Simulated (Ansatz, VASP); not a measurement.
## Ti2Co in VASP and in Ansatz

```xyz
6
Lattice="0.0000 3.3650 3.3650 3.3650 0.0000 3.3650 3.3650 3.3650 0.0000" Properties=species:S:1:pos:R:3 pbc="T T T"
Ti    0.8413    0.8413    0.8413
Ti    0.8413    2.5238    2.5238
Ti    2.5238    2.5238    0.8413
Ti    2.5238    0.8413    2.5238
Co    3.3650    3.3650    3.3650
Co    5.0475    5.0475    5.0475
```

Alike in both runs: task single point; functional PBEsol; k mesh 1 × 1 × 1; occupations gaussian, width 0.1 eV; collinear spin.

|  | VASP | Ansatz |
| --- | --- | --- |
| version | VASP 6.6.1 | Ansatz 0.2.0 |
| potentials or method | VASP PAW PBE potentials, release 64 (Ti_sv, Co_sv), cutoff 690 eV | scalar-relativistic, plane waves, PAW |
| valence electrons in the cell | 82 | 82 |

|  | VASP | Ansatz | Ansatz less VASP |
| --- | --- | --- | --- |
| pressure (GPa) | -19.5 | -18.8 | +0.70 |
| net moment per atom (μB) | 0.67 | 0.67 | 0.000 |
| size of the moment on the site where the two differ most (μB) | 0.42 | 0.36 | -0.057 |

VASP's potentials were made for PBE, not for PBEsol. Site moments also hang on the region over which each program counts them. Ansatz's warnings: stability check not made.

The k mesh is coarse, so the values compare programs but aren't converged.
